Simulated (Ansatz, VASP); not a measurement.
Two plane-wave programs on Cs3Sc

```
CELL_PARAMETERS angstrom
-4.23314 4.23314 4.23314
4.23314 -4.23314 4.23314
4.23314 4.23314 -4.23314
ATOMIC_POSITIONS crystal
Cs 0.00000 0.50000 0.50000
Cs 0.50000 0.00000 0.50000
Cs 0.50000 0.50000 0.00000
Sc 0.00000 0.00000 0.00000
```

Alike in both runs: functional PBE; k mesh 4 × 4 × 4; occupations gaussian, width 0.1 eV; no spin polarisation.

Ansatz relaxed the structure, and its values are those at the end. VASP's run is a single point on that final structure, the one shown.

|  | VASP | Ansatz |
| --- | --- | --- |
| version | VASP 6.6.1 | Ansatz 0.2.0 |
| potentials or method | VASP PAW PBE potentials, release 64 (Cs_sv, Sc_sv), cutoff 520 eV | scalar-relativistic, plane waves, PAW |
| valence electrons in the cell | 38 | 38 |

|  | VASP | Ansatz | Ansatz less VASP |
| --- | --- | --- | --- |
| gap on the k mesh at the Fermi level (eV) | none | none | - |
| pressure (GPa) | 0.0 | 0.0 | 0.00 |

A gap of «none» marks a metal or a gap that the smearing closes. With one functional, cell and mesh, what is left measures potentials, basis and numerics.

Neither program's run includes spin-orbit coupling.
